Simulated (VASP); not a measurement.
A run of VASP 6.6.1 is set up as follows.

INCAR

```
PREC = Accurate
ENCUT = 600
EDIFF = 1E-6
ISMEAR = -1
SIGMA = 0.05
LREAL = False
LASPH = True
NELM = 80
ALGO = Normal
ISIF = 3
LWAVE = False
LCHARG = False
GGA = RE
IBRION = 2
NSW = 60
EDIFFG = -0.01
```

File KPOINTS:

```
regular mesh
0
Gamma
  9 9 9
```

Contents of POSCAR:

```
HfN
1.0
    0.0000000000      2.4548220000      2.4548220000
    2.4548220000      0.0000000000      2.4548220000
    2.4548220000      2.4548220000      0.0000000000
Hf N
1 1
Direct
    0.0000000000      0.0000000000      0.0000000000
    0.2500000000      0.2500000000      0.2500000000
```

Potentials or basis: VASP PAW PBE potentials, release 64 (Hf_pv, N).

Run with:

```sh
$ cat potpaw_PBE.64/Hf_pv/POTCAR potpaw_PBE.64/N/POTCAR > POTCAR
$ mpirun -np 1 vasp_std > vasp.out
```

Task: Predict the relaxed volume.

Result: 14.96 Å³/atom.

Task: Predict the space group after relaxing (to 0.05 Å).

Result: F-43m (No. 216).

The path:
| step | energy change (eV) | largest force (eV/Å) | pressure (GPa) | volume (Å³) |
| --- | --- | --- | --- | --- |
| 1 | 0.0000 | 0.0000 | 2.16 | 29.59 |
| 2 | 0.0031 | 0.0000 | -3.16 | 30.45 |
| 3 | -0.0022 | 0.0000 | -0.01 | 29.92 |

Caveat: the PAW data sets were made with another functional, which shifts forces and pressure a little.
